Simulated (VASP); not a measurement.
The system is SiC.

```xyz
4
Lattice="3.0760 0.0000 0.0000 -1.5380 2.6639 0.0000 0.0000 0.0000 5.0480" Properties=species:S:1:pos:R:3 pbc="T T T"
Si    0.0000    1.7759    0.0000
Si    1.5380    0.8880    2.5240
C     0.0000    1.7759    1.9435
C     1.5380    0.8880    4.4675
```

```yaml
Program: VASP 6.6.1
Task: relaxation of cell and atoms
Functional: PBE
Potentials_or_basis: VASP PAW PBE potentials, release 64 (Si, C)
Cutoff: 600 eV
k_mesh: 6 × 6 × 4
Occupations: gaussian, width 0.1 eV
Spin: no spin polarisation
```

At the start: pressure 3.5 GPa; volume 10.34 Å³/atom.

Problem. How do energy, volume and symmetry change on relaxing?

Solution. Over 4 steps the energy falls by 10.4 meV/atom and the volume is 10.49 Å³/atom (+1.5 %); space group P6_3mc (No. 186, to 0.05 Å).

The path:
```tsv
step	energy change (eV)	largest force (eV/Å)	pressure (GPa)	volume (Å³)
1	0.0000	0.7450	3.50	41.36
2	-0.0027	0.6235	-3.41	42.73
3	-0.0386	0.0837	-0.43	42.06
4	-0.0415	0.0247	0.06	41.97
```

Final structure:
```cif
data_structure
_symmetry_space_group_name_H-M 'P 1'
_symmetry_Int_Tables_number 1
_cell_length_a 3.0904
_cell_length_b 3.0904
_cell_length_c 5.0736
_cell_angle_alpha 90.000
_cell_angle_beta 90.000
_cell_angle_gamma 120.000
_cell_volume 41.97
loop_
_atom_site_label
_atom_site_type_symbol
_atom_site_fract_x
_atom_site_fract_y
_atom_site_fract_z
_atom_site_occupancy
Si1 Si 0.33333 0.66667 0.00470 1
Si2 Si 0.66667 0.33333 0.50470 1
C1 C 0.33333 0.66667 0.38030 1
C2 C 0.66667 0.33333 0.88030 1
```

Caveat: the relaxation stopped at a loose force limit of 0.05 eV/Å, so its end isn't a converged minimum.
